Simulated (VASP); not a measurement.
# Ti2In (Fd-3m) in VASP: single point with PBE

Aim: the single point of Ti2In with PBE.

All numbers are computed with VASP 6.6.1; they aren't measurements. Logs are shortened: lines on timing, memory, paths and dates and some standing lists are left out, and cuts for length are marked.

### Step 1. The cell of the first run

Symmetry: Fd-3m, No. 227, cubic system. Conventional cell: a = 7.619 Å, b = 7.619 Å, c = 7.619 Å, α = 90.00°, β = 90.00°, γ = 90.00°. Within 3.6 Å of Ti (site symmetry -3m) lie 6 Ti at 2.69 Å and 6 In at 3.16 Å. Within 4.2 Å of In (site symmetry -43m) lie 12 Ti at 3.16 Å and 4 In at 3.30 Å.

The cell was generated, and may not be a known phase.

### Step 2. Single point, PBE

INCAR

```
SYSTEM = Ti2In
PREC = Accurate
ENCUT = 520
EDIFF = 1E-6
ISMEAR = 0
SIGMA = 0.1
LREAL = .False.
LASPH = .True.
NELM = 100
ALGO = Normal
ISIF = 2
LWAVE = .False.
LCHARG = .True.
GGA = PE
LELF = .True.
LVHAR = .True.
NBANDS = 46
```

KPOINTS

```
Automatic mesh
0
Gamma
  4 4 4
  0 0 0
```

POSCAR

```
Ti2In
1.0
    0.0000000000      3.8095263100      3.8095263100
    3.8095263100      0.0000000000      3.8095263100
    3.8095263100      3.8095263100      0.0000000000
Ti In
4 2
Direct
    0.1250000000      0.1250000000      0.6250000000
    0.1250000000      0.6250000000      0.1250000000
    0.1250000000      0.1250000000      0.1250000000
    0.6250000000      0.1250000000      0.1250000000
    0.7500000000      0.7500000000      0.7500000000
    0.5000000000      0.5000000000      0.5000000000
```

Potentials or basis: VASP PAW PBE potentials, release 64 (Ti_sv, In_d).

On the command line:

```console
$ cat potpaw_PBE.64/Ti_sv/POTCAR potpaw_PBE.64/In_d/POTCAR > POTCAR
$ mpirun -np 1 vasp_std > vasp.out
```

OUTCAR:

```text
SYSTEM = Ti2In
   PREC = Accurate
   ENCUT = 520
   EDIFF = 1E-6
   ISMEAR = 0
   LREAL = .False.
   LASPH = .True.
   NELM = 100
   ISIF = 2
   GGA = PE

 ion  position               nearest neighbor table
   1  0.125  0.125  0.625-   3 2.69   2 2.69   3 2.69   4 2.69   2 2.69   4 2.69   5 3.16   5 3.16
                             6 3.16   6 3.16   5 3.16   6 3.16
   2  0.125  0.625  0.125-   3 2.69   1 2.69   1 2.69   3 2.69   4 2.69   4 2.69   6 3.16   5 3.16
                             5 3.16   6 3.16   5 3.16   6 3.16
   3  0.125  0.125  0.125-   1 2.69   2 2.69   4 2.69   1 2.69   2 2.69   4 2.69   5 3.16   6 3.16
                             5 3.16   6 3.16   5 3.16   6 3.16
   4  0.625  0.125  0.125-   3 2.69   1 2.69   2 2.69   1 2.69   2 2.69   3 2.69   6 3.16   5 3.16
                             6 3.16   5 3.16   6 3.16   5 3.16
   5  0.750  0.750  0.750-   1 3.16   2 3.16   4 3.16   2 3.16   3 3.16   4 3.16   1 3.16   3 3.16
                             4 3.16   1 3.16   2 3.16   3 3.16   6 3.30   6 3.30   6 3.30   6 3.30
   6  0.500  0.500  0.500-   1 3.16   2 3.16   3 3.16   1 3.16   3 3.16   4 3.16   2 3.16   3 3.16
                             4 3.16   1 3.16   2 3.16   4 3.16   5 3.30   5 3.30   5 3.30   5 3.30

  LATTYP: Found a face centered cubic cell.
 ALAT       =     7.6190526200

  Lattice vectors:

 A1 = (   0.0000000000,   3.8095263100,   3.8095263100)
 A2 = (   3.8095263100,   0.0000000000,   3.8095263100)
 A3 = (   3.8095263100,   3.8095263100,   0.0000000000)

Analysis of symmetry for initial positions (statically):
=====================================================================
 Subroutine PRICEL returns:
 Original cell was already a primitive cell.

 Routine SETGRP: Setting up the symmetry group for a
 face centered cubic supercell.

 Subroutine GETGRP returns: Found 48 space group operations
 (whereof 24 operations were pure point group operations)
 out of a pool of 48 trial point group operations.

The static configuration has the point symmetry T_d .
 The point group associated with its full space group is O_h .

Analysis of symmetry for dynamics (positions and initial velocities):
=====================================================================
 Subroutine PRICEL returns:
 Original cell was already a primitive cell.

 Routine SETGRP: Setting up the symmetry group for a
 face centered cubic supercell.

 Subroutine GETGRP returns: Found 48 space group operations
 (whereof 24 operations were pure point group operations)
 out of a pool of 48 trial point group operations.

The dynamic configuration has the point symmetry T_d .
 The point group associated with its full space group is O_h .

 Subroutine INISYM returns: Found 48 space group operations
 (whereof 24 operations are pure point group operations),
 and found     1 'primitive' translations

----------------------------------------------------------------------------------------

                                     Primitive cell

  volume of cell :     110.5714

  direct lattice vectors                    reciprocal lattice vectors
     0.000000000  3.809526310  3.809526310    -0.131249914  0.131249914  0.131249914
     3.809526310  0.000000000  3.809526310     0.131249914 -0.131249914  0.131249914
     3.809526310  3.809526310  0.000000000     0.131249914  0.131249914 -0.131249914

  length of vectors
     5.387483774  5.387483774  5.387483774     0.227331519  0.227331519  0.227331519

  position of ions in fractional coordinates (direct lattice)
     0.125000000  0.125000000  0.625000000
     0.125000000  0.625000000  0.125000000
     0.125000000  0.125000000  0.125000000
     0.625000000  0.125000000  0.125000000
     0.750000000  0.750000000  0.750000000
     0.500000000  0.500000000  0.500000000

  ion indices of the primitive-cell ions
   primitive index   ion index
                 1           1
                 2           2
                 3           3
                 4           4
                 5           5
                 6           6

----------------------------------------------------------------------------------------

 KPOINTS: Automatic mesh

Automatic generation of k-mesh.
 Grid dimensions read from file:
 generate k-points for:    4    4    4

 Generating k-lattice:

  Cartesian coordinates                     Fractional coordinates (reciprocal lattice)
    -0.032812478  0.032812478  0.032812478     0.250000000  0.000000000  0.000000000
     0.032812478 -0.032812478  0.032812478     0.000000000  0.250000000  0.000000000
     0.032812478  0.032812478 -0.032812478     0.000000000  0.000000000  0.250000000

  Length of vectors
     0.056832880  0.056832880  0.056832880

  Shift w.r.t. Gamma in fractional coordinates (k-lattice)
     0.000000000  0.000000000  0.000000000

 Subroutine IBZKPT returns following result:
 ===========================================

 Found      8 irreducible k-points:

 Following reciprocal coordinates:
            Coordinates               Weight
  0.000000  0.000000  0.000000      1.000000
  0.250000  0.000000  0.000000      8.000000
  0.500000  0.000000  0.000000      4.000000
  0.250000  0.250000  0.000000      6.000000
  0.500000  0.250000  0.000000     24.000000
 -0.250000  0.250000  0.000000     12.000000
  0.500000  0.500000  0.000000      3.000000
 -0.250000  0.500000  0.250000      6.000000
   k-points           NKPTS =      8   k-points in BZ     NKDIM =      8   number of bands    NBANDS=     46
   number of dos      NEDOS =    301   number of ions     NIONS =      6
   total plane-waves  NPLWV =  64000
   dimension x,y,z NGX =    40 NGY =   40 NGZ =   40
   dimension x,y,z NGXF=    80 NGYF=   80 NGZF=   80
   ions per type =               4   2
   NGX,Y,Z   is equivalent  to a cutoff of  12.34, 12.34, 12.34 a.u.
   NGXF,Y,Z  is equivalent  to a cutoff of  24.69, 24.69, 24.69 a.u.
 SYSTEM =  Ti2In
   PREC   = accura    normal or accurate (medium, high low for compatibility)
   ISTART =      0    job   : 0-new  1-cont  2-samecut
   ICHARG =      2    charge: 1-file 2-atom 10-const
   ISPIN  =      1    spin polarized calculation?
   LNONCOLLINEAR =      F non collinear calculations
   LSORBIT =      F    spin-orbit coupling
   LASPH  =      T    aspherical Exc in radial PAW
   ENCUT  =  520.0 eV  38.22 Ry    6.18 a.u.  10.02 10.02 10.02*2*pi/ulx,y,z
   NELM   =    100;   NELMIN=  2; NELMDL= -5     # of ELM steps
   EDIFF  = 0.1E-05   stopping-criterion for ELM
   LREAL  =      F    real-space projection
   EDIFFG = 0.1E-04   stopping-criterion for IOM
   NSW    =      0    number of steps for IOM
   IBRION =     -1    ionic relax: 0-MD 1-quasi-New 2-CG
   NFREE  =      0    steps in history (QN), initial steepest desc. (CG)
   ISIF   =      2    stress and relaxation
   ISYM   =      2    0-nonsym 1-usesym 2-fastsym
   POTIM  = 0.5000    time-step for ionic-motion
   TEBEG  =    0.0;   TEEND  =   0.0 temperature during run
   PSTRESS=    0.0 pullay stress
   NELECT =      74.0000    total number of electrons
   NUPDOWN=      -1.0000    fix difference up-down
   EMIN   =  10.00;   EMAX   =-10.00  energy-range for DOS
   EFERMI =   0.00;   METHOD = LEGACY
   ISMEAR =     0;   SIGMA  =   0.10  broadening in eV -4-tet -1-fermi 0-gaus
   EFERMI_NEDOS =   21; number of points for ismear=-14 and -15
   IALGO  =     38    algorithm
   IMIX   =      4    mixing-type and parameters
     AMIX     =   0.40;   BMIX     =  1.00
     AMIX_MAG =   1.60;   BMIX_MAG =  1.00
  volume/ion in A,a.u.               =      18.43       124.36
  Fermi-wavevector in a.u.,A,eV,Ry     =   1.431983  2.706055 27.899758  2.050574
  Thomas-Fermi vector in A             =   2.551660
   LORBIT       =      0    0 simple, 1 ext, 2 COOP (PROOUT), +10 PAW based schemes
   GGA     = PE    functional components
   LHFCALC =     F    Hartree Fock is set to
   AEXX    =    0.0000 exact exchange contribution
   IVDW    =     0    specifies the selected vdW correction
   LEPSILON=     F    determine dielectric tensor
   LRPA    =     F    only Hartree local field effects (RPA)
 non-spin polarized calculation
 Gauss-broadening in eV      SIGMA  =   0.10
  energy-cutoff  :      520.00
  volume of cell :      110.57
 maximum number of plane-waves:      2996
   NGX = 21   NGY = 21   NGZ = 21

 number of electron      73.9999971 magnetization

 Free energy of the ion-electron system (eV)
  ---------------------------------------------------
  ext. energy  EPLUGINS =         0.00000000
  ---------------------------------------------------
  free energy    TOTEN  =       -35.74267097 eV

  energy without entropy =      -35.67444141  energy(sigma->0) =      -35.70855619

 E-fermi :   9.0019     XC(G=0): -11.4379

 val. band max:        9.0001173703   @ k =   0.2500   0.2500   0.0000
 cond. band min:       9.0038992213   @ k =   0.5000   0.0000   0.0000
 fundamental gap:      0.0037818511
 Fermi energy:         9.0018792756

 k-point     1 :       0.0000    0.0000    0.0000
  band No.  band energies     occupation
      1     -47.5491      2.00000
      2     -47.3542      2.00000
      3     -47.3542      2.00000
      4     -47.3542      2.00000
      5     -24.3901      2.00000
      6     -24.0112      2.00000
[... 38 lines left out ...]
     45      11.6827      0.00000
     46      11.6905      0.00000

 k-point     2 :       0.2500    0.0000    0.0000
  band No.  band energies     occupation
      1     -47.5290      2.00000
      2     -47.3750      2.00000
      3     -47.3542      2.00000
      4     -47.3542      2.00000
      5     -24.2981      2.00000
      6     -23.9745      2.00000
[... 38 lines left out ...]
     45      11.6504      0.00000
     46      11.6558      0.00000

 k-point     3 :       0.5000    0.0000    0.0000
  band No.  band energies     occupation
      1     -47.5010      2.00000
      2     -47.4038      2.00000
      3     -47.3543      2.00000
      4     -47.3543      2.00000
      5     -24.2095      2.00000
      6     -23.9518      2.00000
[... 234 lines left out ...]
     45      11.5006      0.00000
     46      11.5139      0.00000

 k-point     8 :      -0.2500    0.5000    0.2500
  band No.  band energies     occupation
      1     -47.4526      2.00000
      2     -47.4526      2.00000
      3     -47.3544      2.00000
      4     -47.3544      2.00000
      5     -23.9936      2.00000
      6     -23.9936      2.00000
[... 38 lines left out ...]
     45      11.0037      0.00000
     46      11.0037      0.00000

------------------------ aborting loop because EDIFF is reached ----------------------------------------

  FORCE on cell =-STRESS in cart. coord.  units (eV):
  Direction    XX          YY          ZZ          XY          YZ          ZX
  --------------------------------------------------------------------------------------
  -------------------------------------------------------------------------------------
  Total        1.8396800      1.8396800      1.8396800      0.0000000      0.0000000      0.0000000
  in kB       26.6569176     26.6569176     26.6569176      0.0000000      0.0000000      0.0000000
  external PRESSURE =      26.6569176 kB  Pullay stress =       0.0000000 kB

 VOLUME and BASIS-vectors are now :
 -----------------------------------------------------------------------------
  energy-cutoff  :      520.00
  volume of cell :      110.57
      direct lattice vectors                 reciprocal lattice vectors
     0.000000000  3.809526310  3.809526310    -0.131249914  0.131249914  0.131249914
     3.809526310  0.000000000  3.809526310     0.131249914 -0.131249914  0.131249914
     3.809526310  3.809526310  0.000000000     0.131249914  0.131249914 -0.131249914

 POSITION                                       TOTAL-FORCE (eV/Angst)
 -----------------------------------------------------------------------------------
      2.85714      2.85714      0.95238        -0.000000      0.000000     -0.000000
      2.85714      0.95238      2.85714        -0.000000      0.000000     -0.000000
      0.95238      0.95238      0.95238        -0.000000      0.000000     -0.000000
      0.95238      2.85714      2.85714        -0.000000      0.000000     -0.000000
      5.71429      5.71429      5.71429         0.000000      0.000000      0.000000
      3.80953      3.80953      3.80953        -0.000000     -0.000000      0.000000
 -----------------------------------------------------------------------------------
    total drift:                                0.000000     -0.000000      0.000000

  FREE ENERGIE OF THE ION-ELECTRON SYSTEM (eV)
  ---------------------------------------------------
  free  energy   TOTEN  =       -35.7426709723 eV

  energy  without entropy=      -35.6744414096  energy(sigma->0) =      -35.70855619
```

Wall time 42 s (1 thread of AMD EPYC 7R13 (Zen 3), shared host); peak memory 0.21 GiB.

Results:

| Item | Value |
| --- | --- |
| Free energy | -35.7427 eV |
| Pressure | 2.7 GPa |
| Band gap on the k mesh | zero (bands 37 and 38 overlap by 0.16 eV) |

Levels at points of the mesh, in eV from the Fermi level:
| k point | band 35 | band 36 | band 37 | band 38 | band 39 | band 40 |
| --- | --- | --- | --- | --- | --- | --- |
| (0.00, 0.00, 0.00) | -1.50 | -0.34 | -0.34 | 0.36 | 0.36 | 0.36 |
| (0.50, 0.00, 0.00) | -0.54 | -0.54 | 0.00 | 0.11 | 0.73 | 0.73 |
| (0.50, 0.50, 0.00) | -0.58 | -0.58 | 0.02 | 0.02 | 0.68 | 0.68 |

Caveat: spin-orbit coupling is left out, which moves the levels of the heavy elements.
